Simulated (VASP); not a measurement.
Crystal: ZnS.

```
CELL_PARAMETERS angstrom
0.00000 2.70200 2.70200
2.70200 0.00000 2.70200
2.70200 2.70200 0.00000
ATOMIC_POSITIONS crystal
Zn 0.25000 0.25000 0.25000
S 0.00000 0.00000 0.00000
```

- Program: VASP 6.6.1
- Task: relaxation of cell and atoms
- Functional: LDA
- Potentials or basis: VASP PAW LDA potentials, release 64 (Zn, S)
- Cutoff: 600 eV
- k mesh: 10 × 10 × 10
- Occupations: gaussian, width 0.02 eV
- Spin: no spin polarisation

At the start: pressure -4.4 GPa; volume 19.73 Å³/atom.

Task: Where does the relaxation end?

Result: Over 3 steps the energy falls by 15.7 meV/atom and the volume is 18.63 Å³/atom (-5.6 %); space group F-43m (No. 216, to 0.05 Å).

Step by step:
```
step  energy change (eV)  largest force (eV/Å)  pressure (GPa)  volume (Å³)
   1              0.0000                0.0000           -4.35        39.45
   2             -0.0268                0.0000            1.92        36.47
   3             -0.0314                0.0000           -0.01        37.25
```

Final structure:
```
Zn S
1.0
     0.00000    2.65084    2.65084
     2.65084    0.00000    2.65084
     2.65084    2.65084    0.00000
Zn S
1 1
Direct
  0.25000 0.25000 0.25000
  0.00000 0.00000 0.00000
```
